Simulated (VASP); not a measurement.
Set up this calculation in VASP 6.6.1, as the native input.

- Task: single point
- Functional: LDA
- Potentials or basis: VASP PAW LDA potentials, release 64 (Pt)
- Cutoff: 520 eV
- k mesh: 21 × 21 × 10
- Occupations: gaussian, width 0.15 eV
- Spin: collinear spin
- Starting moments: [0.25, 0.25] μB
- Fixed moment: 0.5 μB
- Dipole correction: no
- Further INCAR settings: ALGO = Normal; EDIFF = 1e-07; NBANDS = 21

The structure of Pt lies in POSCAR:

```
Pt
1.0
    2.6244633715      0.0000000000      0.0000000000
   -1.3122316858      2.2728519510      0.0000000000
    0.0000000000      0.0000000000      4.5317559673
Pt
2
Direct
    0.6666666667      0.3333333333      0.7500000000
    0.3333333333      0.6666666667      0.2500000000
```

This isn't the form of Pt at room conditions, which is fcc.

One way to write it, as run:

INCAR

```
SYSTEM = Pt
PREC     = Accurate       ! precision mode
ENCUT    = 520            ! plane-wave cutoff, eV
EDIFF    = 1E-7           ! SCF threshold, eV
ISMEAR   = 0              ! smearing method
SIGMA    = 0.15           ! smearing width, eV
LREAL    = .False.        ! projectors in reciprocal space
LASPH    = .True.         ! aspherical terms in the spheres
NELM     = 150            ! most SCF steps
ALGO     = Normal         ! electronic algorithm
ISIF     = 2              ! what is computed and relaxed
LWAVE    = .False.        ! write WAVECAR
LCHARG   = .True.         ! write CHGCAR
ISPIN    = 2              ! spin polarisation
MAGMOM   = 0.25 0.25      ! initial moments
LORBIT   = 11             ! projections on sites
NUPDOWN  = 0.5            ! fixed moment
LMAXMIX  = 4              ! l up to which the mixer works
LELF     = .True.         ! ELF
LVHAR    = .True.       
NBANDS   = 21             ! bands
```

KPOINTS

```
Automatic mesh
0
Gamma
  21 21 10
  0 0 0
```

Potentials or basis: VASP PAW LDA potentials, release 64 (Pt).

Command:

```console
$ cat potpaw_LDA.64/Pt/POTCAR > POTCAR
$ mpirun -np 1 vasp_std > vasp.out
```

Results of the run:

```yaml
Pressure: 38.4 GPa
Net_moment: 0.50 μB per cell
Site_moments: Pt +0.24 μB
Valence_electrons_inside_the_program's_atomic_spheres: Pt 9.65
```

Caveat: the cell stands under pressure; the total moment is fixed, so each spin has its own Fermi level.

It took 110 s on 1 thread of Intel(R) Xeon(R) 6975P-C (Granite Rapids) (shared host), peak memory 0.31 GiB.
